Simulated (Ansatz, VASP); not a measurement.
**One calculation of MgBe2SeO2, two programs**

```
Mg Be Se O
1.0
     2.39283   -7.72463    0.00000
     2.39283    7.72463    0.00000
     0.00000    0.00000    2.54200
Mg Be Se O
1 2 1 2
Direct
  0.50000 0.50000 0.50000
  0.50000 0.00000 0.50000
  0.00000 0.50000 0.50000
  0.00000 0.00000 0.00000
  0.74309 0.25691 0.00000
  0.25691 0.74309 0.00000
```

Change from the starting cell: species swapped into the CeAlCu2Ni2 type (Cmmm, No. 65).

Alike in both runs: functional PBE; k mesh 8 × 8 × 16; occupations gaussian, width 0.1 eV; no spin polarisation.

Ansatz relaxed the structure, and its values are those at the end. VASP's run is a single point on that final structure, the one shown.

|  | VASP | Ansatz |
| --- | --- | --- |
| version | VASP 6.6.1 | Ansatz 0.2.0 |
| potentials or method | VASP PAW PBE potentials, release 64 (Mg, Be, Se, O), cutoff 520 eV | scalar-relativistic, plane waves, PAW |
| valence electrons in the cell | 24 | 42 |

Ansatz gave:

* gap on the k mesh at the Fermi level (eV): none
* pressure (GPa): 0.0

Which values does VASP return?

gap on the k mesh at the Fermi level (eV): none; pressure (GPa): 0.1.

A gap of «none» marks a metal or a gap that the smearing closes. The functional is the same, so the differences come from potentials, cutoffs and numerics. VASP's potentials hold 24 valence electrons a cell and Ansatz's 42, so a difference there can come from the potentials and not from the codes.
